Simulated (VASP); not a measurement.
Set up this calculation in VASP 6.6.1, as the native input.

| Property | Result |
| --- | --- |
| Task | single point |
| Functional | PBE |
| Dispersion | D3(BJ) |
| Potentials or basis | VASP PAW PBE potentials, release 64 (P, Se, O) |
| Cutoff | 520 eV |
| k mesh | 6 × 6 × 6 |
| Occupations | gaussian, width 0.1 eV |
| Spin | collinear spin, ferromagnetic start |
| Starting moments | [0.0, 0.0, 0.0, 0.0, 1.0] μB |
| Dipole correction | no |
| Further INCAR settings | ALGO = Normal; EDIFF = 1e-06; NBANDS = 26 |

The structure of P2Se2O lies in POSCAR:

```
P2Se2O
1.0
   -2.2280749100      2.2280749100      5.2109631300
    2.2280749100     -2.2280749100      5.2109631300
    2.2280749100      2.2280749100     -5.2109631300
P Se O
2 2 1
Direct
    0.6190979500      0.6190979500      0.0000000000
    0.3809020500      0.3809020500      0.0000000000
    0.2500000000      0.7500000000      0.5000000000
    0.7500000000      0.2500000000      0.5000000000
    0.0000000000      0.0000000000      0.0000000000
```

These files were run (other wordings do the same):

INCAR

```
ALGO = Normal ; EDIFF = 1E-6
ENCUT = 520 ; GGA = PE
ISIF = 2 ; ISMEAR = 0
ISPIN = 2 ; IVDW = 12
LASPH = T ; LCHARG = T
LELF = T ; LORBIT = 11
LREAL = F ; LVHAR = T
LWAVE = F ; MAGMOM = 0 0 0 0 1
NBANDS = 26 ; NELM = 150
PREC = Accurate ; SIGMA = 0.1
```

KPOINTS

```
k-points
0
Gamma
  6 6 6
```

Potentials or basis: VASP PAW PBE potentials, release 64 (P, Se, O).

Launch:

```sh
$ cat potpaw_PBE.64/P/POTCAR potpaw_PBE.64/Se/POTCAR potpaw_PBE.64/O/POTCAR > POTCAR
$ mpirun -np 1 vasp_std > vasp.out
```

Results of the run:

```yaml
Pressure: -7.7 GPa
Largest_force: 1.282 eV/Å
Band_gap_on_the_k_mesh: zero (filled and empty bands overlap)
Net_moment: 0.00 μB per cell
Valence_electrons_inside_the_program's_atomic_spheres: P 2.28; Se 3.68; O 4.69
Dispersion_energy_per_atom: -0.279 eV
```

Caveat: pairwise dispersion overbinds metals, which lowers pressure and volume; forces of over 1 eV/Å act on the atoms, so gaps and moduli don't describe the material at rest.

Wall time 3.8 min on 1 thread of Intel(R) Xeon(R) 6975P-C (Granite Rapids), with other jobs on the host, peak memory 0.48 GiB.
